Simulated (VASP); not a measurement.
Rb2CaAlF6:

```
Al F Rb Ca
1.0
     0.00000    4.44162    4.44162
     4.44162    0.00000    4.44162
     4.44162    4.44162    0.00000
Al F Rb Ca
1 6 2 1
Direct
  0.00000 0.00000 0.00000
  0.78430 0.21570 0.21570
  0.21570 0.78430 0.21570
  0.21570 0.78430 0.78430
  0.78430 0.21570 0.78430
  0.21570 0.21570 0.78430
  0.78430 0.78430 0.21570
  0.25000 0.25000 0.25000
  0.75000 0.75000 0.75000
  0.50000 0.50000 0.50000
```

Base run:

```yaml
Program: VASP 6.6.1
Functional: PBE
Potentials_or_basis: VASP PAW PBE potentials, release 64 (Al, F, Rb_sv, Ca_sv)
Cutoff: 520 eV
k_mesh: 4 × 4 × 4
Occupations: fermi-dirac, width 0.0821 eV
Spin: no spin polarisation
```

Its results: band gap on the k mesh zero (an odd number of electrons rules out a gap without spin polarisation); pressure -2.1 GPa; largest force 0.071 eV/Å.

The run is repeated on the same cell with these changes: dispersion from none to D3(BJ). What comes out?

Band gap on the k mesh zero (an odd number of electrons rules out a gap without spin polarisation); pressure -3.2 GPa; largest force 0.074 eV/Å.

Dispersion adds attraction, which lowers the pressure at fixed volume and, as a term added to the energy, leaves the levels alone.

Caveats: an odd number of electrons without spin polarisation forces a metal; a magnetic or distorted state may lie lower; three body term missing (at least some runs); the cell stands under tension (at least some runs).
